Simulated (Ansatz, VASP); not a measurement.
**PbSe: VASP beside Ansatz**

```
CELL_PARAMETERS angstrom
0.00000 3.06065 3.06065
3.06065 0.00000 3.06065
3.06065 3.06065 0.00000
ATOMIC_POSITIONS crystal
Pb 0.00000 0.00000 0.00000
Se 0.50000 0.50000 0.50000
```

Alike in both runs: task relaxation of cell and atoms; functional r2SCAN; k mesh 6 × 6 × 6; no spin polarisation.

```csv
,VASP,Ansatz
version,VASP 6.6.1,Ansatz 0.2.0
potentials or method,"VASP PAW PBE potentials, release 64 (Pb_d, Se), cutoff 550 eV","plane waves, PAW"
occupations,"gaussian, width 0.01 eV",fixed
valence electrons in the cell,20,30
```

|  | VASP | Ansatz | Ansatz less VASP |
| --- | --- | --- | --- |
| relaxed volume (Å³/atom) | 29.46 | 29.48 | +0.018 |
| relaxed cell length with the largest relative difference (Å) | 4.368 | 4.369 | +0.0009 |

VASP's potentials were made for PBE, not for r2SCAN. VASP's potentials hold 20 valence electrons a cell and Ansatz's 30, so a difference there can come from the potentials and not from the codes.

Spin-orbit coupling is off throughout.
